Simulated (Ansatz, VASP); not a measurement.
C in VASP and in Ansatz

```xyz
2
Lattice="1.2325 0.7116 3.3614 -1.2325 0.7116 3.3614 0.0000 -1.4232 3.3614" Properties=species:S:1:pos:R:3 pbc="T T T"
C     0.0000   -0.0450    1.7275
C     0.0000    0.0450    8.3567
```

Change from the starting cell: mode 4 frozen in at +0.048 Å and mode 6 at -0.045 Å (largest displacements).

Alike in both runs: task single point; functional PBE; dispersion D3(BJ); k mesh 15 × 15 × 15; occupations gaussian, width 0.05 eV; no spin polarisation.

|  | VASP | Ansatz |
| --- | --- | --- |
| version | VASP 6.6.1 | Ansatz 0.2.0 |
| potentials or method | VASP PAW PBE potentials, release 64 (C), cutoff 520 eV | scalar-relativistic, plane waves, PAW |
| valence electrons in the cell | 8 | 8 |

Ansatz gave:

| Quantity | Value |
| --- | --- |
| gap on the k mesh at the Fermi level (eV) | 0.40 |
| least direct gap on the mesh (eV) | 0.55 |
| pressure (GPa) | 3.5 |
| traceless stress, the component that is largest in VASP (GPa) | 12.33 |
| rms of the force components (eV/Å) | 3.157 |

Task: Which values does VASP return?

Result: gap on the k mesh at the Fermi level (eV): 0.40; least direct gap on the mesh (eV): 0.55; pressure (GPa): 3.9; traceless stress, the component that is largest in VASP (GPa): 12.72; rms of the force components (eV/Å): 3.163.

Atom by atom the forces differ by 0.007 eV/Å (rms over components).
